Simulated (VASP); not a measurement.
# BP (F-43m) in VASP: further runs

Runs on BP. Level: PBE. Tasks: single point.

All numbers are computed with VASP 6.6.1; they aren't measurements. Logs are shortened: lines on timing, memory, paths and dates and some standing lists are left out, and cuts for length are marked.

## (1) The cell of the first run

The structure is cubic, space group F-43m (No. 216). Conventional cell: a = 4.598 Å, b = 4.598 Å, c = 4.598 Å, α = 90.00°, β = 90.00°, γ = 90.00°. Within 2.6 Å of B (site symmetry -43m) lie 4 P at 1.99 Å. P (site symmetry -43m) has 4 B at 1.99 Å within 2.6 Å.

## (2) Single point, PBE

Input file INCAR:

```
ALGO     = Normal         # electronic algorithm
EDIFF    = 1E-6           # SCF threshold, eV
ENCUT    = 520            # plane-wave cutoff, eV
GGA      = PE             # functional
ISIF     = 2              # what is computed and relaxed
ISMEAR   = 1              # smearing method
LASPH    = True           # aspherical terms in the spheres
LCHARG   = True           # write CHGCAR
LELF     = True           # ELF
LREAL    = False          # projectors in reciprocal space
LVHAR    = True         
LWAVE    = False          # write WAVECAR
NBANDS   = 11             # bands
NELM     = 80             # most SCF steps
PREC     = Accurate       # precision mode
SIGMA    = 0.01           # smearing width, eV
```

Input file KPOINTS:

```
k-points
0
Gamma
  8 8 8
```

Input file POSCAR:

```
BP
1.0
    0.0000000000      2.2988586873      2.2988586873
    2.2988586873      0.0000000000      2.2988586873
    2.2988586873      2.2988586873      0.0000000000
B P
1 1
Direct
    0.0000000000      0.0000000000      0.0000000000
    0.2500000000      0.2500000000      0.2500000000
```

Potentials or basis: VASP PAW PBE potentials, release 64 (B, P).

Launch:

```bash
$ cat potpaw_PBE.64/B/POTCAR potpaw_PBE.64/P/POTCAR > POTCAR
$ mpirun -np 1 vasp_std > vasp.out
```

OUTCAR:

```text
EDIFF = 1E-6
   ENCUT = 520
   GGA = PE
   ISIF = 2
   ISMEAR = 1
   LASPH = True
   LREAL = False
   NELM = 80
   PREC = Accurate

 ion  position               nearest neighbor table
   1  0.000  0.000  0.000-   2 1.99   2 1.99   2 1.99   2 1.99
   2  0.250  0.250  0.250-   1 1.99   1 1.99   1 1.99   1 1.99

  LATTYP: Found a face centered cubic cell.
 ALAT       =     4.5977173746

  Lattice vectors:

 A1 = (   0.0000000000,   2.2988586873,   2.2988586873)
 A2 = (   2.2988586873,   0.0000000000,   2.2988586873)
 A3 = (   2.2988586873,   2.2988586873,   0.0000000000)

Analysis of symmetry for initial positions (statically):
=====================================================================
 Subroutine PRICEL returns:
 Original cell was already a primitive cell.

 Routine SETGRP: Setting up the symmetry group for a
 face centered cubic supercell.

 Subroutine GETGRP returns: Found 24 space group operations
 (whereof 24 operations were pure point group operations)
 out of a pool of 48 trial point group operations.

The static configuration has the point symmetry T_d .

Analysis of symmetry for dynamics (positions and initial velocities):
=====================================================================
 Subroutine PRICEL returns:
 Original cell was already a primitive cell.

 Routine SETGRP: Setting up the symmetry group for a
 face centered cubic supercell.

 Subroutine GETGRP returns: Found 24 space group operations
 (whereof 24 operations were pure point group operations)
 out of a pool of 48 trial point group operations.

The dynamic configuration has the point symmetry T_d .

 Subroutine INISYM returns: Found 24 space group operations
 (whereof 24 operations are pure point group operations),
 and found     1 'primitive' translations

----------------------------------------------------------------------------------------

                                     Primitive cell

  volume of cell :      24.2978

  direct lattice vectors                    reciprocal lattice vectors
     0.000000000  2.298858687  2.298858687    -0.217499232  0.217499232  0.217499232
     2.298858687  0.000000000  2.298858687     0.217499232 -0.217499232  0.217499232
     2.298858687  2.298858687  0.000000000     0.217499232  0.217499232 -0.217499232

  length of vectors
     3.251077134  3.251077134  3.251077134     0.376719721  0.376719721  0.376719721

  position of ions in fractional coordinates (direct lattice)
     0.000000000  0.000000000  0.000000000
     0.250000000  0.250000000  0.250000000

  ion indices of the primitive-cell ions
   primitive index   ion index
                 1           1
                 2           2

----------------------------------------------------------------------------------------

 KPOINTS: k-points

Automatic generation of k-mesh.
 Grid dimensions read from file:
 generate k-points for:    8    8    8

 Generating k-lattice:

  Cartesian coordinates                     Fractional coordinates (reciprocal lattice)
    -0.027187404  0.027187404  0.027187404     0.125000000  0.000000000  0.000000000
     0.027187404 -0.027187404  0.027187404     0.000000000  0.125000000  0.000000000
     0.027187404  0.027187404 -0.027187404     0.000000000  0.000000000  0.125000000

  Length of vectors
     0.047089965  0.047089965  0.047089965

  Shift w.r.t. Gamma in fractional coordinates (k-lattice)
     0.000000000  0.000000000  0.000000000

 Subroutine IBZKPT returns following result:
 ===========================================

 Found     29 irreducible k-points:

 Following reciprocal coordinates:
            Coordinates               Weight
  0.000000  0.000000  0.000000      1.000000
  0.125000  0.000000  0.000000      8.000000
  0.250000  0.000000  0.000000      8.000000
  0.375000  0.000000  0.000000      8.000000
  0.500000  0.000000  0.000000      4.000000
  0.125000  0.125000  0.000000      6.000000
[... 16 lines left out ...]
  0.500000  0.250000  0.125000     48.000000
 -0.375000  0.250000  0.125000     24.000000
 [... further k-points ...]
   k-points           NKPTS =     29   k-points in BZ     NKDIM =     29   number of bands    NBANDS=     11
   number of dos      NEDOS =    301   number of ions     NIONS =      2
   total plane-waves  NPLWV =  13824
   dimension x,y,z NGX =    24 NGY =   24 NGZ =   24
   dimension x,y,z NGXF=    48 NGYF=   48 NGZF=   48
   ions per type =               1   1
   NGX,Y,Z   is equivalent  to a cutoff of  12.27, 12.27, 12.27 a.u.
   NGXF,Y,Z  is equivalent  to a cutoff of  24.55, 24.55, 24.55 a.u.
 SYSTEM =  unknown system
   PREC   = accura    normal or accurate (medium, high low for compatibility)
   ISTART =      0    job   : 0-new  1-cont  2-samecut
   ICHARG =      2    charge: 1-file 2-atom 10-const
   ISPIN  =      1    spin polarized calculation?
   LNONCOLLINEAR =      F non collinear calculations
   LSORBIT =      F    spin-orbit coupling
   LASPH  =      T    aspherical Exc in radial PAW
   ENCUT  =  520.0 eV  38.22 Ry    6.18 a.u.   6.04  6.04  6.04*2*pi/ulx,y,z
   NELM   =     80;   NELMIN=  2; NELMDL= -5     # of ELM steps
   EDIFF  = 0.1E-05   stopping-criterion for ELM
   LREAL  =      F    real-space projection
   EDIFFG = 0.1E-04   stopping-criterion for IOM
   NSW    =      0    number of steps for IOM
   IBRION =     -1    ionic relax: 0-MD 1-quasi-New 2-CG
   NFREE  =      0    steps in history (QN), initial steepest desc. (CG)
   ISIF   =      2    stress and relaxation
   ISYM   =      2    0-nonsym 1-usesym 2-fastsym
   POTIM  = 0.5000    time-step for ionic-motion
   TEBEG  =    0.0;   TEEND  =   0.0 temperature during run
   PSTRESS=    0.0 pullay stress
   NELECT =       8.0000    total number of electrons
   NUPDOWN=      -1.0000    fix difference up-down
   EMIN   =  10.00;   EMAX   =-10.00  energy-range for DOS
   EFERMI =   0.00;   METHOD = LEGACY
   ISMEAR =     1;   SIGMA  =   0.01  broadening in eV -4-tet -1-fermi 0-gaus
   EFERMI_NEDOS =   21; number of points for ismear=-14 and -15
   IALGO  =     38    algorithm
   IMIX   =      4    mixing-type and parameters
     AMIX     =   0.40;   BMIX     =  1.00
     AMIX_MAG =   1.60;   BMIX_MAG =  1.00
  volume/ion in A,a.u.               =      12.15        81.98
  Fermi-wavevector in a.u.,A,eV,Ry     =   1.130444  2.136230 17.386948  1.277905
  Thomas-Fermi vector in A             =   2.267141
   LORBIT       =      0    0 simple, 1 ext, 2 COOP (PROOUT), +10 PAW based schemes
   GGA     = PE    functional components
   LHFCALC =     F    Hartree Fock is set to
   AEXX    =    0.0000 exact exchange contribution
   IVDW    =     0    specifies the selected vdW correction
   LEPSILON=     F    determine dielectric tensor
   LRPA    =     F    only Hartree local field effects (RPA)
 non-spin polarized calculation
 Methfessel and Paxton  Order N= 1 SIGMA  =   0.01
  energy-cutoff  :      520.00
  volume of cell :       24.30
 maximum number of plane-waves:       666
   NGX = 13   NGY = 13   NGZ = 13

 number of electron       7.9999999 magnetization

 Free energy of the ion-electron system (eV)
  ---------------------------------------------------
  ext. energy  EPLUGINS =         0.00000000
  ---------------------------------------------------
  free energy    TOTEN  =       -12.91624976 eV

  energy without entropy =      -12.91624976  energy(sigma->0) =      -12.91624976

 E-fermi :   7.0396     XC(G=0): -10.7387

 val. band max:        6.9756709260   @ k =   0.0000   0.0000   0.0000
 cond. band min:       8.2924505851   @ k =   0.3750   0.3750   0.0000
 fundamental gap:      1.3167796591
 Fermi energy:         7.0395632618

 k-point     1 :       0.0000    0.0000    0.0000
  band No.  band energies     occupation
      1      -8.1391      2.00000
      2       6.9757      2.00000
      3       6.9757      2.00000
      4       6.9757      2.00000
      5      10.3213      0.00000
      6      10.3213      0.00000
      7      10.3213      0.00000
      8      13.7604      0.00000
      9      18.2307      0.00000
     10      18.9945      0.00000
     11      18.9945      0.00000

 k-point     2 :       0.1250    0.0000    0.0000
  band No.  band energies     occupation
      1      -7.8671      2.00000
      2       5.1607      2.00000
      3       6.5621      2.00000
      4       6.5622      2.00000
      5      10.7961      0.00000
      6      10.8934      0.00000
      7      10.8934      0.00000
      8      14.6113      0.00000
      9      18.1193      0.00000
     10      18.1193      0.00000
     11      19.0364      0.00000

 k-point     3 :       0.2500    0.0000    0.0000
  band No.  band energies     occupation
      1      -7.0708      2.00000
      2       2.2472      2.00000
      3       5.8925      2.00000
      4       5.8925      2.00000
      5      10.7876      0.00000
      6      11.6584      0.00000
      7      11.6584      0.00000
      8      16.2173      0.00000
      9      17.8553      0.00000
     10      17.8553      0.00000
     11      19.7165      0.00000

 k-point     4 :       0.3750    0.0000    0.0000
  band No.  band energies     occupation
      1      -5.8607      2.00000
      2      -0.3900      2.00000
      3       5.4266      2.00000
      4       5.4266      2.00000
      5      10.6038      0.00000
      6      11.7516      0.00000
      7      11.7516      0.00000
      8      16.9549      0.00000
      9      19.4293      0.00000
     10      19.4293      0.00000
     11      20.4064      0.00000
[... 239 lines left out ...]
 k-point    22 :       0.3750    0.2500    0.1250
  band No.  band energies     occupation
      1      -6.3726      2.00000
      2       2.1168      2.00000
      3       3.3193      2.00000
      4       5.0555      2.00000
      5      10.4003      0.00000
      6      12.8332      0.00000
      7      13.0845      0.00000
      8      14.3017      0.00000
      9      18.3073      0.00000
     10      20.5991      0.00000
     11      22.1217      0.00000

 k-point    23 :       0.5000    0.2500    0.1250
  band No.  band energies     occupation
      1      -5.1942      2.00000
      2       0.0418      2.00000
      3       2.6618      2.00000
      4       4.3239      2.00000
      5      11.0541      0.00000
      6      12.3273      0.00000
      7      14.1172      0.00000
      8      15.1186      0.00000
      9      19.1201      0.00000
     10      20.1225      0.00000
     11      23.6460      0.00000

 k-point    24 :      -0.3750    0.2500    0.1250
  band No.  band energies     occupation
      1      -4.3298      2.00000
      2      -1.2315      2.00000
      3       2.5724      2.00000
      4       3.9750      2.00000
      5      11.1601      0.00000
      6      12.0406      0.00000
      7      15.0346      0.00000
      8      16.5190      0.00000
      9      17.2646      0.00000
     10      21.1331      0.00000
     11      23.5253      0.00000

 [... further k-points ...]
[... 5 lines left out ...]
  --------------------------------------------------------------------------------------
  -------------------------------------------------------------------------------------
  Total       -0.7753367     -0.7753367     -0.7753367     -0.0000000     -0.0000000     -0.0000000
  in kB      -51.1250908    -51.1250908    -51.1250908     -0.0000000     -0.0000000     -0.0000000
  external PRESSURE =     -51.1250908 kB  Pullay stress =       0.0000000 kB

 VOLUME and BASIS-vectors are now :
 -----------------------------------------------------------------------------
  energy-cutoff  :      520.00
  volume of cell :       24.30
      direct lattice vectors                 reciprocal lattice vectors
     0.000000000  2.298858687  2.298858687    -0.217499232  0.217499232  0.217499232
     2.298858687  0.000000000  2.298858687     0.217499232 -0.217499232  0.217499232
     2.298858687  2.298858687  0.000000000     0.217499232  0.217499232 -0.217499232

 POSITION                                       TOTAL-FORCE (eV/Angst)
 -----------------------------------------------------------------------------------
      0.00000      0.00000      0.00000        -0.000000      0.000000     -0.000000
      1.14943      1.14943      1.14943         0.000000     -0.000000      0.000000
 -----------------------------------------------------------------------------------
    total drift:                                0.000000      0.000000      0.000000

  FREE ENERGIE OF THE ION-ELECTRON SYSTEM (eV)
  ---------------------------------------------------
  free  energy   TOTEN  =       -12.9162497618 eV

  energy  without entropy=      -12.9162497618  energy(sigma->0) =      -12.91624976
```

Run time: 9.8 s. Hardware: 1 thread of Intel Xeon 8259CL, shared host; peak memory 0.14 GiB.

What came out:

* Free energy: -12.9162 eV
* Pressure: -5.1 GPa
* Band gap on the k mesh: 1.32 eV, indirect (least direct gap 3.35 eV)

Levels at points of the mesh, in eV from the valence-band top:
```
           k point  band 2  band 3  band 4  band 5  band 6  band 7
(0.00, 0.00, 0.00)    0.00    0.00    0.00    3.35    3.35    3.35
(0.50, 0.00, 0.00)   -8.76   -1.71   -1.71    3.55    4.69    4.69
(0.50, 0.50, 0.00)   -8.38   -3.97   -3.97    1.41    1.70   11.76
```

A k mesh can miss the band edges. Expect the measured gap to be larger: semilocal functionals such as PBE lack the derivative discontinuity.

## (3) Single point, PBE

This run uses another cell than the first one, of 12.38 Å³/atom, 1.019 times its volume.

Input file INCAR:

```
SYSTEM = BP
ALGO     = Normal         ! electronic algorithm
EDIFF    = 1E-6           ! SCF threshold, eV
ENCUT    = 520            ! plane-wave cutoff, eV
GGA      = PE             ! functional
ISIF     = 2              ! what is computed and relaxed
ISMEAR   = 1              ! smearing method
LASPH    = .TRUE.         ! aspherical terms in the spheres
LCHARG   = .FALSE.        ! write CHGCAR
LREAL    = .FALSE.        ! projectors in reciprocal space
LWAVE    = .FALSE.        ! write WAVECAR
NBANDS   = 11             ! bands
NELM     = 100            ! most SCF steps
PREC     = Accurate       ! precision mode
SIGMA    = 0.01           ! smearing width, eV
```

Input file KPOINTS:

```
k-points
0
G
  8 8 8
  0 0 0
```

Input file POSCAR:

```
BP
1.0
    0.0000000000      2.3135014941      2.3135014941
    2.3135014941      0.0000000000      2.3135014941
    2.3135014941      2.3135014941      0.0000000000
B P
1 1
Direct
    0.0000000000      0.0000000000      0.0000000000
    0.2500000000      0.2500000000      0.2500000000
```

Potentials or basis: VASP PAW PBE potentials, release 64 (B, P).

Launch:

```bash
$ cat potpaw_PBE.64/B/POTCAR potpaw_PBE.64/P/POTCAR > POTCAR
$ mpirun -np 1 vasp_std > vasp.out
```

Run time: 9.1 s. Hardware: 1 thread of Intel Xeon 8259CL, shared host; peak memory 0.13 GiB.

The run converged. Its results:

```
Free energy            : -12.8977 eV
Pressure               : -7.7 GPa
Band gap on the k mesh : 1.34 eV, indirect (least direct gap 3.32 eV)
```

Levels at points of the mesh, in eV from the valence-band top:
| k point | band 1 | band 2 | band 3 | band 4 | band 5 | band 6 | band 7 | band 8 | band 9 |
| --- | --- | --- | --- | --- | --- | --- | --- | --- | --- |
| (0.00, 0.00, 0.00) | -14.95 | 0.00 | 0.00 | 0.00 | 3.32 | 3.32 | 3.32 | 6.50 | 11.13 |
| (0.50, 0.00, 0.00) | -11.84 | -8.62 | -1.68 | -1.68 | 3.44 | 4.67 | 4.67 | 9.92 | 14.26 |
| (0.50, 0.50, 0.00) | -10.40 | -8.29 | -3.91 | -3.91 | 1.44 | 1.71 | 11.58 | 11.58 | 14.55 |
